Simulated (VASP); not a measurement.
The system is MgSiH2O4.

```xyz
8
Lattice="4.3351 0.0000 0.0000 0.0000 2.8596 0.0000 -0.2799 0.0000 4.7930" Properties=species:S:1:pos:R:3 pbc="T T T"
Mg    2.0360    1.4298    2.2785
Si    0.0036    0.0000    0.0118
H     4.0972    0.0000    2.4775
H     1.7454    1.4298    4.6562
O     0.8833    0.0000    1.4815
O     0.8350    1.4298    4.1192
O     3.2949    0.0000    3.1569
O     3.3164    1.4298    0.5100
```

Base run:

```yaml
Program: VASP 6.6.1
Functional: revPBE
Potentials_or_basis: VASP PAW PBE potentials, release 64 (Mg, Si, H, O)
Cutoff: 520 eV
k_mesh: 6 × 8 × 6
Occupations: gaussian, width 0.01 eV
Spin: no spin polarisation
```

Its results: band gap on the k mesh 4.86 eV, indirect (least direct gap 4.90 eV); pressure 2.8 GPa; largest force 0.177 eV/Å.

Problem. The run is repeated on the same cell with these changes: further incar settings from ALGO = Normal; EDIFF = 1e-07; NBANDS = 26 to ALGO = Normal; EDIFF = 1e-06; NBANDS = 26; dispersion from none to D3(BJ). What comes out?

Solution. Band gap on the k mesh 4.86 eV, indirect (least direct gap 4.90 eV); pressure -5.0 GPa; largest force 0.192 eV/Å.

Caveats: the PAW data sets were made with another functional, which shifts forces and pressure a little.

A k mesh can miss the band edges.
